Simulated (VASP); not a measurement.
Runs of VASP 6.6.1 on BN. The structure is that of space group F-43m (No. 216), or close to it. The cells are those of the table. 

```csv
task,level,cell,cutoff (eV),smearing,gap on the mesh (eV),pressure (GPa)
single point,PBE,"a = 2.456 Å, angles 60.0°, 2 atoms",520,gaussian 0.02 eV,4.58,60.7
single point,PBE,"a = 2.563 Å, angles 60.0°, 2 atoms",520,gaussian 0.02 eV,4.45,0.2
single point,PBE,"a = 2.646 Å, angles 60.0°, 2 atoms",520,gaussian 0.02 eV,4.34,-29.7
single point,PBE,"a = 2.588 Å, angles 60.0°, 2 atoms",520,gaussian 0.02 eV,4.42,(c)
single point,PBE,"a = 2.484 Å, angles 60.0°, 2 atoms",520,gaussian 0.02 eV,(b),42.2
single point,PBE,"a = 2.613 Å, angles 60.0°, 2 atoms",520,gaussian 0.02 eV,4.39,-19.4
single point,PBEsol,"a = 2.563 Å, angles 60.0°, 2 atoms",600,gaussian 0.02 eV,(a),-5.6
```

Alike in all rows: potentials or basis VASP PAW PBE potentials, release 64 (B, N); no spin polarisation; k mesh 12 × 12 × 12.

Question: Estimate the missing entries.

Answer: (a) 4.27; (b) 4.55; (c) -10.2.

Caveats: the PAW data sets were made with another functional, which shifts forces and pressure a little (some runs).

A k mesh can miss the band edges.
